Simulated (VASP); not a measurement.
TiAl, 2 atoms in the cell. It takes space group P-6m2 (No. 187, hexagonal). The conventional cell has a = 2.905 Å, b = 2.905 Å, c = 4.742 Å, α = 90.00°, β = 90.00°, γ = 120.00°. Ti (site symmetry -6m2) has 6 Al at 2.90 Å and 6 Ti at 2.90 Å within 3.8 Å. Al (site symmetry -6m2) has 6 Ti at 2.90 Å and 6 Al at 2.90 Å within 3.8 Å. 

```yaml
Program: VASP 6.6.1
Task: single point
Functional: PBEsol
Potentials_or_basis: VASP PAW PBE potentials, release 64 (Ti_sv, Al)
Cutoff: 520 eV
k_mesh: 18 × 18 × 10
Occupations: gaussian, width 0.15 eV
Spin: no spin polarisation
Dipole_correction: no
Further_INCAR_settings: ALGO = Normal; EDIFF = 1e-06; NBANDS = 14
```

Potentials or basis: VASP PAW PBE potentials, release 64 (Ti_sv, Al).

Launch:

```console
$ cat potpaw_PBE.64/Ti_sv/POTCAR potpaw_PBE.64/Al/POTCAR > POTCAR
$ mpirun -np 1 vasp_std > vasp.out
```

Hardware: 1 thread of Intel Xeon 8259CL, on a shared host.

Task: How long does it take, and how much memory?

Result: Run time: 2.1 min on 1 thread of Intel Xeon 8259CL, with other jobs on the host, peak memory 0.24 GiB. Counts: scf iterations 14, k points 222.
